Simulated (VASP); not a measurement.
# FeBr4 (P-43m) in VASP: notebook

FeBr4 is run at these levels: PBE; tasks: single point, relaxation of cell and atoms.

Everything below comes from runs of VASP 6.6.1. Logs are shortened: lines on timing, memory, paths and dates and some standing lists are left out, and cuts for length are marked.

## 1. The cell of the first run

It takes space group P-43m (No. 215, cubic). The conventional cell has a = 5.777 Å, b = 5.777 Å, c = 5.777 Å, α = 90.00°, β = 90.00°, γ = 90.00°. Within 3.0 Å of Fe (site symmetry -43m) lie 4 Br at 2.28 Å. Within 3.0 Å of Br (site symmetry 3m) lie 1 Fe at 2.28 Å.

The cell was generated, and may not be a known phase.

## 2. Single point, PBE, collinear spin, ferromagnetic start

Contents of INCAR:

```
SYSTEM = FeBr4
PREC     = Accurate       ! precision mode
ENCUT    = 520            ! plane-wave cutoff, eV
EDIFF    = 1E-7           ! SCF threshold, eV
ISMEAR   = 0              ! smearing method
SIGMA    = 0.15           ! smearing width, eV
LREAL    = .FALSE.        ! projectors in reciprocal space
LASPH    = .TRUE.         ! aspherical terms in the spheres
NELM     = 150            ! most SCF steps
ALGO     = Normal         ! electronic algorithm
ISIF     = 2              ! what is computed and relaxed
LWAVE    = .FALSE.        ! write WAVECAR
LCHARG   = .TRUE.         ! write CHGCAR
ISPIN    = 2              ! spin polarisation
MAGMOM   = 4 0 0 0 0      ! initial moments
LORBIT   = 11             ! projections on sites
LMAXMIX  = 4              ! l up to which the mixer works
GGA      = PE             ! functional
LELF     = .TRUE.         ! ELF
LVHAR    = .TRUE.       
NBANDS   = 30             ! bands
```

Contents of KPOINTS:

```
regular mesh
0
G
  2 2 2
  0 0 0
```

Contents of POSCAR:

```
FeBr4
1.0
    5.7770528693      0.0000000000      0.0000000000
    0.0000000000      5.7770528693      0.0000000000
    0.0000000000      0.0000000000      5.7770528693
Fe Br
1 4
Direct
    0.0000000000      0.0000000000      0.0000000000
    0.2277844123      0.7722155877      0.7722155877
    0.7722155877      0.2277844123      0.7722155877
    0.7722155877      0.7722155877      0.2277844123
    0.2277844123      0.2277844123      0.2277844123
```

Potentials or basis: VASP PAW PBE potentials, release 64 (Fe, Br).

Launch:

```console
> cat potpaw_PBE.64/Fe/POTCAR potpaw_PBE.64/Br/POTCAR > POTCAR
> mpirun -np 1 vasp_std > vasp.out
```

OUTCAR:

```text
SYSTEM = FeBr4
   PREC = Accurate
   ENCUT = 520
   EDIFF = 1E-7
   ISMEAR = 0
   LREAL = .FALSE.
   LASPH = .TRUE.
   NELM = 150
   ISIF = 2
   ISPIN = 2
   LORBIT = 11
   GGA = PE

 ion  position               nearest neighbor table
   1  0.000  0.000  0.000-   2 2.28   3 2.28   4 2.28   5 2.28
   2  0.228  0.772  0.772-   1 2.28
   3  0.772  0.228  0.772-   1 2.28
   4  0.772  0.772  0.228-   1 2.28
   5  0.228  0.228  0.228-   1 2.28

  LATTYP: Found a simple cubic cell.
 ALAT       =     5.7770528693

  Lattice vectors:

 A1 = (   5.7770528693,   0.0000000000,   0.0000000000)
 A2 = (   0.0000000000,   5.7770528693,   0.0000000000)
 A3 = (   0.0000000000,   0.0000000000,   5.7770528693)

Analysis of symmetry for initial positions (statically):
=====================================================================
 Subroutine PRICEL returns:
 Original cell was already a primitive cell.

 Routine SETGRP: Setting up the symmetry group for a
 simple cubic supercell.

 Subroutine GETGRP returns: Found 24 space group operations
 (whereof 24 operations were pure point group operations)
 out of a pool of 48 trial point group operations.

The static configuration has the point symmetry T_d .

Analysis of symmetry for dynamics (positions and initial velocities):
=====================================================================
 Subroutine PRICEL returns:
 Original cell was already a primitive cell.

 Routine SETGRP: Setting up the symmetry group for a
 simple cubic supercell.

 Subroutine GETGRP returns: Found 24 space group operations
 (whereof 24 operations were pure point group operations)
 out of a pool of 48 trial point group operations.

The dynamic configuration has the point symmetry T_d .

Analysis of structural, dynamic, and magnetic symmetry:
=====================================================================
 Subroutine PRICEL returns:
 Original cell was already a primitive cell.

 Routine SETGRP: Setting up the symmetry group for a
 simple cubic supercell.

 Subroutine GETGRP returns: Found 24 space group operations
 (whereof 24 operations were pure point group operations)
 out of a pool of 48 trial point group operations.

The overall configuration has the point symmetry T_d .

 Subroutine INISYM returns: Found 24 space group operations
 (whereof 24 operations are pure point group operations),
 and found     1 'primitive' translations

----------------------------------------------------------------------------------------

                                     Primitive cell

  volume of cell :     192.8053

  direct lattice vectors                    reciprocal lattice vectors
     5.777052869  0.000000000  0.000000000     0.173098641  0.000000000  0.000000000
     0.000000000  5.777052869  0.000000000     0.000000000  0.173098641  0.000000000
     0.000000000  0.000000000  5.777052869     0.000000000  0.000000000  0.173098641

  length of vectors
     5.777052869  5.777052869  5.777052869     0.173098641  0.173098641  0.173098641

  position of ions in fractional coordinates (direct lattice)
     0.000000000  0.000000000  0.000000000
     0.227784412  0.772215588  0.772215588
     0.772215588  0.227784412  0.772215588
     0.772215588  0.772215588  0.227784412
     0.227784412  0.227784412  0.227784412

  ion indices of the primitive-cell ions
   primitive index   ion index
                 1           1
                 2           2
                 3           3
                 4           4
                 5           5

----------------------------------------------------------------------------------------

 KPOINTS: regular mesh

Automatic generation of k-mesh.
 Grid dimensions read from file:
 generate k-points for:    2    2    2

 Generating k-lattice:

  Cartesian coordinates                     Fractional coordinates (reciprocal lattice)
     0.086549320  0.000000000  0.000000000     0.500000000  0.000000000  0.000000000
     0.000000000  0.086549320  0.000000000     0.000000000  0.500000000  0.000000000
     0.000000000  0.000000000  0.086549320     0.000000000  0.000000000  0.500000000

  Length of vectors
     0.086549320  0.086549320  0.086549320

  Shift w.r.t. Gamma in fractional coordinates (k-lattice)
     0.000000000  0.000000000  0.000000000

 Subroutine IBZKPT returns following result:
 ===========================================

 Found      4 irreducible k-points:

 Following reciprocal coordinates:
            Coordinates               Weight
  0.000000  0.000000  0.000000      1.000000
  0.500000  0.000000  0.000000      3.000000
  0.500000  0.500000  0.000000      3.000000
  0.500000  0.500000  0.500000      1.000000
   k-points           NKPTS =      4   k-points in BZ     NKDIM =      4   number of bands    NBANDS=     30
   number of dos      NEDOS =    301   number of ions     NIONS =      5
   total plane-waves  NPLWV = 110592
   dimension x,y,z NGX =    48 NGY =   48 NGZ =   48
   dimension x,y,z NGXF=    96 NGYF=   96 NGZF=   96
   ions per type =               1   4
   NGX,Y,Z   is equivalent  to a cutoff of  13.81, 13.81, 13.81 a.u.
   NGXF,Y,Z  is equivalent  to a cutoff of  27.63, 27.63, 27.63 a.u.
 SYSTEM =  FeBr4
   PREC   = accura    normal or accurate (medium, high low for compatibility)
   ISTART =      0    job   : 0-new  1-cont  2-samecut
   ICHARG =      2    charge: 1-file 2-atom 10-const
   ISPIN  =      2    spin polarized calculation?
   LNONCOLLINEAR =      F non collinear calculations
   LSORBIT =      F    spin-orbit coupling
   LASPH  =      T    aspherical Exc in radial PAW
   ENCUT  =  520.0 eV  38.22 Ry    6.18 a.u.  10.74 10.74 10.74*2*pi/ulx,y,z
   NELM   =    150;   NELMIN=  2; NELMDL= -5     # of ELM steps
   EDIFF  = 0.1E-06   stopping-criterion for ELM
   LREAL  =      F    real-space projection
   EDIFFG = 0.1E-05   stopping-criterion for IOM
   NSW    =      0    number of steps for IOM
   IBRION =     -1    ionic relax: 0-MD 1-quasi-New 2-CG
   NFREE  =      0    steps in history (QN), initial steepest desc. (CG)
   ISIF   =      2    stress and relaxation
   ISYM   =      2    0-nonsym 1-usesym 2-fastsym
   POTIM  = 0.5000    time-step for ionic-motion
   TEBEG  =    0.0;   TEEND  =   0.0 temperature during run
   PSTRESS=    0.0 pullay stress
   NELECT =      36.0000    total number of electrons
   NUPDOWN=      -1.0000    fix difference up-down
   EMIN   =  10.00;   EMAX   =-10.00  energy-range for DOS
   EFERMI =   0.00;   METHOD = LEGACY
   ISMEAR =     0;   SIGMA  =   0.15  broadening in eV -4-tet -1-fermi 0-gaus
   EFERMI_NEDOS =   21; number of points for ismear=-14 and -15
   IALGO  =     38    algorithm
   IMIX   =      4    mixing-type and parameters
     AMIX     =   0.40;   BMIX     =  1.00
     AMIX_MAG =   1.60;   BMIX_MAG =  1.00
  volume/ion in A,a.u.               =      38.56       260.22
  Fermi-wavevector in a.u.,A,eV,Ry     =   0.935699  1.768214 11.912335  0.875532
  Thomas-Fermi vector in A             =   2.062633
   LORBIT       =     11    0 simple, 1 ext, 2 COOP (PROOUT), +10 PAW based schemes
   GGA     = PE    functional components
   LHFCALC =     F    Hartree Fock is set to
   AEXX    =    0.0000 exact exchange contribution
   IVDW    =     0    specifies the selected vdW correction
   LEPSILON=     F    determine dielectric tensor
   LRPA    =     F    only Hartree local field effects (RPA)
 spin polarized calculation
 Gauss-broadening in eV      SIGMA  =   0.15
  energy-cutoff  :      520.00
  volume of cell :      192.81
 maximum number of plane-waves:      5232
 NGX is ok and might be reduce to    48
   NGX = 21   NGY = 21   NGZ = 21

 number of electron      35.9999995 magnetization       4.0001804

 Free energy of the ion-electron system (eV)
  ---------------------------------------------------
  ext. energy  EPLUGINS =         0.00000000
  ---------------------------------------------------
  free energy    TOTEN  =       -16.45251596 eV

  energy without entropy =      -16.39386155  energy(sigma->0) =      -16.42318875

 E-fermi :  -1.5787     XC(G=0):  -7.0999

 val. band max:       -1.6656824064   @ k =   0.5000   0.5000   0.5000
 cond. band min:      -1.5399964993   @ k =   0.5000   0.0000   0.0000
 fundamental gap:      0.1256859071
 Fermi energy:        -1.5786876558

 spin component 1

 k-point     1 :       0.0000    0.0000    0.0000
  band No.  band energies     occupation
      1     -15.7105      1.00000
      2     -15.2233      1.00000
      3     -15.2233      1.00000
      4     -15.2233      1.00000
      5      -5.4803      1.00000
      6      -5.4145      1.00000
[... 121 lines left out ...]
     29       8.4275      0.00000
     30       8.8875      0.00000
 Fermi energy:        -1.5786876558

 spin component 2

 k-point     1 :       0.0000    0.0000    0.0000
  band No.  band energies     occupation
      1     -15.5624      1.00000
      2     -15.0718      1.00000
      3     -15.0718      1.00000
      4     -15.0718      1.00000
      5      -5.2061      1.00000
      6      -4.1110      1.00000
[... 121 lines left out ...]
     29       8.6038      0.00000
     30       9.0162      0.00000

------------------------ aborting loop because EDIFF is reached ----------------------------------------

  FORCE on cell =-STRESS in cart. coord.  units (eV):
  Direction    XX          YY          ZZ          XY          YZ          ZX
  --------------------------------------------------------------------------------------
  -------------------------------------------------------------------------------------
  Total        0.2063179      0.2063179      0.2063179      0.0000000      0.0000000      0.0000000
  in kB        1.7144648      1.7144648      1.7144648      0.0000000      0.0000000      0.0000000
  external PRESSURE =       1.7144648 kB  Pullay stress =       0.0000000 kB

 VOLUME and BASIS-vectors are now :
 -----------------------------------------------------------------------------
  energy-cutoff  :      520.00
  volume of cell :      192.81
      direct lattice vectors                 reciprocal lattice vectors
     5.777052869  0.000000000  0.000000000     0.173098641  0.000000000  0.000000000
     0.000000000  5.777052869  0.000000000     0.000000000  0.173098641  0.000000000
     0.000000000  0.000000000  5.777052869     0.000000000  0.000000000  0.173098641

 POSITION                                       TOTAL-FORCE (eV/Angst)
 -----------------------------------------------------------------------------------
      0.00000      0.00000      0.00000        -0.000000     -0.000000      0.000000
      1.31592      4.46113      4.46113         0.015632     -0.015632     -0.015632
      4.46113      1.31592      4.46113        -0.015632      0.015632     -0.015632
      4.46113      4.46113      1.31592        -0.015632     -0.015632      0.015632
      1.31592      1.31592      1.31592         0.015632      0.015632      0.015632
 -----------------------------------------------------------------------------------
    total drift:                                0.000000      0.000000      0.000000

  FREE ENERGIE OF THE ION-ELECTRON SYSTEM (eV)
  ---------------------------------------------------
  free  energy   TOTEN  =       -16.4525159624 eV

  energy  without entropy=      -16.3938615474  energy(sigma->0) =      -16.42318875

 total charge

# of ion       s       p       d       tot
------------------------------------------
    1        0.427   0.505   6.031   6.963
    2        1.620   3.179   0.019   4.819
    3        1.620   3.179   0.019   4.819
    4        1.620   3.179   0.019   4.819
    5        1.620   3.179   0.019   4.819
--------------------------------------------------
tot          6.909  13.223   6.108  26.239

 magnetization (x)

# of ion       s       p       d       tot
------------------------------------------
    1        0.017   0.052   3.065   3.134
    2        0.006   0.115   0.003   0.123
    3        0.006   0.115   0.003   0.123
    4        0.006   0.115   0.003   0.123
    5        0.006   0.115   0.003   0.123
--------------------------------------------------
tot          0.041   0.511   3.075   3.627
```

Wall time 73 s (1 thread of Intel Xeon Platinum 8488C (Sapphire Rapids), shared host); peak memory 0.39 GiB.

Results:

```yaml
Free_energy: -16.4525 eV
Pressure: 0.2 GPa
Largest_force: 0.027 eV/Å
Band_gap_on_the_k_mesh: zero (filled and empty bands overlap)
Net_moment: 4.00 μB per cell
Site_moments: Fe +3.13; Br +0.12 μB
Valence_electrons_inside_the_program's_atomic_spheres: Fe 6.96; Br 4.82
```

Forces on the atoms (eV/Å):
```
Fe   0.000  0.000  0.000
Br   0.016 -0.016 -0.016
Br  -0.016  0.016 -0.016
Br  -0.016 -0.016  0.016
Br   0.016  0.016  0.016
```

Caveat: the k points lie up to 0.54 Å⁻¹ apart; semilocal functionals often make such compounds metallic where correlation or magnetic order opens a gap, which also shifts bond lengths.

## 3. Relaxation of cell and atoms, PBE, collinear spin, ferromagnetic start

This run uses another cell than the first one, of 36.46 Å³/atom.

Contents of INCAR:

```
PREC = Accurate
ENCUT = 600
EDIFF = 1E-6
ISMEAR = 0
SIGMA = 0.15
LREAL = False
LASPH = True
NELM = 150
ALGO = Normal
ISIF = 3
LWAVE = False
LCHARG = False
ISPIN = 2
MAGMOM = 4 0 0 0 0
LORBIT = 11
LMAXMIX = 4
GGA = PE
IBRION = 2
NSW = 36
EDIFFG = -0.08
```

Contents of KPOINTS:

```
Automatic mesh
0
Gamma
  2 2 2
```

Contents of POSCAR:

```
FeBr4
1.0
    5.6701928000      0.0000000000      0.0000000000
    0.0000000000      5.6701928000      0.0000000000
    0.0000000000      0.0000000000      5.6701928000
Fe Br
1 4
Direct
    0.0000000000      0.0000000000      0.0000000000
    0.2437810800      0.7562189200      0.7562189200
    0.7562189200      0.2437810800      0.7562189200
    0.7562189200      0.7562189200      0.2437810800
    0.2437810800      0.2437810800      0.2437810800
```

Potentials or basis: VASP PAW PBE potentials, release 64 (Fe, Br).

Launch:

```console
> cat potpaw_PBE.64/Fe/POTCAR potpaw_PBE.64/Br/POTCAR > POTCAR
> mpirun -np 1 vasp_std > vasp.out
```

Wall time 6.7 min (1 thread of Intel Xeon Platinum 8488C (Sapphire Rapids), shared host); peak memory 0.41 GiB.

The run converged. Its results:

```yaml
Free_energy: -16.4372 eV
Relaxed_volume: 36.11 Å³/atom
Relaxed_cell: a = 5.652 Å, b = 5.652 Å, c = 5.652 Å, α = 90.00°, β = 90.00°, γ = 90.00°
Space_group_after_relaxing_to_0.1_Å: P-43m (No. 215)
Energy_gained_by_relaxing: 44.1 meV/atom
Ionic_steps: 7
Pressure_after_relaxing: 0.3 GPa
Largest_force_after_relaxing: 0.013 eV/Å
Band_gap_on_the_k_mesh: zero (filled and empty bands overlap)
Net_moment: 4.00 μB per cell
Site_moments: Fe +3.15; Br +0.12 μB
Valence_electrons_inside_the_program's_atomic_spheres: Fe 6.96; Br 4.82
```

Forces on the atoms (eV/Å):
```
Fe   0.000  0.000  0.000
Br   0.008 -0.008 -0.008
Br  -0.008  0.008 -0.008
Br  -0.008 -0.008  0.008
Br   0.008  0.008  0.008
```

The path:
```tsv
step	energy change (eV)	largest force (eV/Å)	pressure (GPa)	volume (Å³)
1	0.0000	0.8767	-2.34	182.30
2	-0.1853	0.0973	0.32	168.60
3	-0.1855	0.1205	0.27	168.90
4	-0.1854	0.1406	0.20	169.16
5	-0.1902	0.1272	0.20	170.28
6	-0.2029	0.0855	0.22	173.66
7	-0.2206	0.0133	0.33	180.56
```

Final structure:
```
Fe Br
1.0
     5.65204    0.00000    0.00000
     0.00000    5.65204    0.00000
     0.00000    0.00000    5.65204
Fe Br
1 4
Direct
  0.00000 0.00000 0.00000
  0.23296 0.76704 0.76704
  0.76704 0.23296 0.76704
  0.76704 0.76704 0.23296
  0.23296 0.23296 0.23296
```

Levels at points of the mesh, in eV from the Fermi level:
Spin up:
| k point | band 17 | band 18 | band 19 | band 20 | band 21 | band 22 | band 23 | band 24 |
| --- | --- | --- | --- | --- | --- | --- | --- | --- |
| (0.00, 0.00, 0.00) | -1.04 | -1.04 | 0.25 | 0.25 | 0.25 | 4.90 | 6.58 | 6.58 |
| (0.50, 0.00, 0.00) | -0.82 | -0.82 | -0.48 | 0.03 | 0.03 | 6.77 | 6.79 | 8.01 |
| (0.50, 0.50, 0.00) | -0.51 | -0.29 | -0.29 | -0.14 | -0.14 | 7.51 | 7.65 | 8.57 |
| (0.50, 0.50, 0.50) | -0.22 | -0.22 | -0.07 | -0.07 | -0.07 | 6.04 | 7.32 | 7.32 |
Spin down:
```
           k point  band 13  band 14  band 15  band 16  band 17  band 18  band 19  band 20
(0.00, 0.00, 0.00)    -1.12    -0.88    -0.88    -0.88     0.76     0.76     1.64     1.64
(0.50, 0.00, 0.00)    -1.39    -1.38    -0.63    -0.63     0.87     0.92     1.30     1.49
(0.50, 0.50, 0.00)    -1.52    -0.90    -0.90    -0.34     0.95     1.21     1.27     1.48
(0.50, 0.50, 0.50)    -1.47    -0.42    -0.42    -0.42     1.23     1.23     1.54     1.54
```

Caveat: the k points lie up to 0.56 Å⁻¹ apart in the final cell; semilocal functionals often make such compounds metallic where correlation or magnetic order opens a gap, which also shifts bond lengths.

The gap in the log of VASP goes by the Fermi energy; the results here count the filled bands.